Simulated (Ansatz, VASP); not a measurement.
**One calculation of SrO, two programs**

INCAR

```
  PREC = Accurate
  ENCUT = 520
  EDIFF = 1E-7
  ISMEAR = -1
  SIGMA = 0.02
  LREAL = F
  LASPH = T
  NELM = 60
  ALGO = Normal
  ISIF = 2
  LWAVE = F
  LCHARG = F
  GGA = PE
  NBANDS = 15
```

File KPOINTS:

```
regular mesh
0
Gamma
  8 8 8
```

The input POSCAR:

```
SrO
1.0
    0.0000000000      2.5798923266      2.4550255380
    2.5798923266      0.0000000000      2.4550255380
    2.5798923266      2.5798923266      0.0000000000
Sr O
1 1
Direct
    0.0000000000      0.0000000000      0.0000000000
    0.5000000000      0.5000000000      0.5000000000
```

Input for Ansatz:

```yaml
crystal:
  lattice:
    - [0.0, 2.5798923266, 2.455025538]
    - [2.5798923266, 0.0, 2.455025538]
    - [2.5798923266, 2.5798923266, 0.0]
  atoms:
    - { symbol: Sr, position: [0.0, 0.0, 0.0] }
    - { symbol: O, position: [0.5, 0.5, 0.5] }
kpoints:
  mp_grid: { grid: [8, 8, 8] }
  band_path:
    path:
      - [0.0, 0.0, 0.0]
      - [0.5, 0.0, 0.5]
      - [0.625, 0.25, 0.625]
      - [0.375, 0.375, 0.75]
      - [0.5, 0.5, 0.5]
      - [0.5, 0.25, 0.75]
    npoints: 1
hamiltonian:
  xc: pbe
scf:
  occupations: { method: fermi_dirac, width: 0.02 }
  n_extra_bands: 4
output:
  forces: true
  stress: true
  eigenvalues: true
```

Change from the starting cell: uniaxial_z strain -4.8%.

Alike in both runs: task single point; functional PBE; k mesh 8 × 8 × 8; occupations fermi-dirac, width 0.02 eV; no spin polarisation.

```csv
,VASP,Ansatz
version,VASP 6.6.1,Ansatz 0.2.0
potentials or method,"VASP PAW PBE potentials, release 64 (Sr_sv, O)","plane waves, PAW"
plane-wave cutoff (eV),520,420
valence electrons in the cell,16,16
```

```csv
,VASP,Ansatz,Ansatz less VASP
gap on the k mesh at the Fermi level (eV),2.96,3.02,+0.057
pressure (GPa),8.2,7.5,-0.73
"traceless stress, the component that is largest in VASP (GPa)",6.36,6.03,-0.329
```
